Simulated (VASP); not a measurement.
A run of VASP 6.6.1:

The input INCAR:

```
SYSTEM = Ir
  PREC = Accurate
  ENCUT = 600
  EDIFF = 1E-6
  ISMEAR = 0
  SIGMA = 0.1
  LREAL = .False.
  LASPH = .True.
  NELM = 100
  ALGO = Fast
  ISIF = 3
  LWAVE = .False.
  LCHARG = .False.
  GGA = PE
  IBRION = 2
  NSW = 80
  EDIFFG = -0.01
```

KPOINTS

```
regular mesh
0
Gamma
  18 18 10
  0 0 0
```

The input POSCAR:

```
Ir
1.0
    2.7403636686      0.0000000000      0.0000000000
   -1.3701818343      2.3732245526      0.0000000000
    0.0000000000      0.0000000000      4.4739350377
Ir
2
Direct
    0.6666666667      0.3333333333      0.2500000000
    0.3333333333      0.6666666667      0.7500000000
```

Potentials or basis: VASP PAW PBE potentials, release 64 (Ir).

The run is started by

```console
$ cat potpaw_PBE.64/Ir/POTCAR > POTCAR
$ mpirun -np 1 vasp_std > vasp.out
```

Hardware: 1 thread of AMD EPYC 9R45 96-Core Processor (Zen 5), on a shared host.

Question: How long does it take, and how much memory?

Answer: Run time: 2.2 min on 1 thread of AMD EPYC 9R45 96-Core Processor (Zen 5) (shared host), peak memory 0.2 GiB. Counts: scf iterations 44, k points 222, ion steps 5.
